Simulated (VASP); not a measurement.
**CaS: G0W0 quasiparticle levels with PBE**

The system is CaS.

```
CELL_PARAMETERS angstrom
0.00000 2.96186 2.96186
2.96186 0.00000 2.96186
2.96186 2.96186 0.00000
ATOMIC_POSITIONS crystal
Ca 0.00000 0.00000 0.00000
S 0.50000 0.50000 0.50000
```

```json
{
  "Program": "VASP 6.6.1",
  "Task": "G0W0 quasiparticle levels",
  "Functional": "PBE",
  "Potentials or basis": "VASP PAW PBE potentials, release 64 (Ca_sv_GW, S_GW)",
  "Cutoff": "500 eV",
  "k mesh": "4 × 4 × 4",
  "Occupations": "gaussian, width 0.01 eV",
  "Spin": "no spin polarisation",
  "Dipole correction": "no",
  "GW scheme": "G0W0",
  "GW iterations": "1",
  "Cutoff of the response function": "150",
  "Frequency points": "96",
  "Empty bands": "216",
  "Further INCAR settings": "ALGO = EVGW0; EDIFF = 1e-08; NBANDS = 224"
}
```

The quasiparticle gap is 4.46 eV and the least direct quasiparticle gap is 4.77 eV. The band gap of the starting levels on the mesh is 2.57 eV and the least direct gap of the starting levels on the mesh is 3.30 eV.

It took 4.6 min on 1 thread of Intel(R) Xeon(R) Platinum 8488C (Sapphire Rapids), on a shared host, peak memory 0.64 GiB.

Caveat: the k points lie up to 0.46 Å⁻¹ apart; bands, screening cutoff and mesh are small and nothing is extrapolated, so the quasiparticle values aren't converged.
